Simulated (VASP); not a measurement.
Runs of VASP 6.6.1 on TiB2. Symmetry: P6/mmm, No. 191, hexagonal system. The conventional cell has a = 3.029 Å, b = 3.029 Å, c = 3.228 Å, α = 90.00°, β = 90.00°, γ = 120.00°. Within 3.1 Å of Ti (site symmetry 6/mmm) lie 12 B at 2.38 Å and 6 Ti at 3.03 Å. B (site symmetry -6m2) has 3 B at 1.75 Å within 2.3 Å. 

| k mesh | gap on the mesh (eV) | pressure (GPa) |
| --- | --- | --- |
| 8 × 8 × 7 | none | 0.4 |
| 6 × 6 × 5 | none | 0.7 |
| 4 × 4 × 4 | none | 0.5 |
| 3 × 3 × 2 | none | (a) |

Alike in all rows: task single point; level PBE; potentials or basis VASP PAW PBE potentials, release 64 (Ti_sv, B); no spin polarisation; cell as given; cutoff (eV) 520; smearing fermi-dirac 0.1 eV.

Problem. Fill in the values left out.

Solution. (a) 0.1.

Caveats: some runs use coarse meshes.

A gap of «none» marks levels without a gap at the run's occupations.
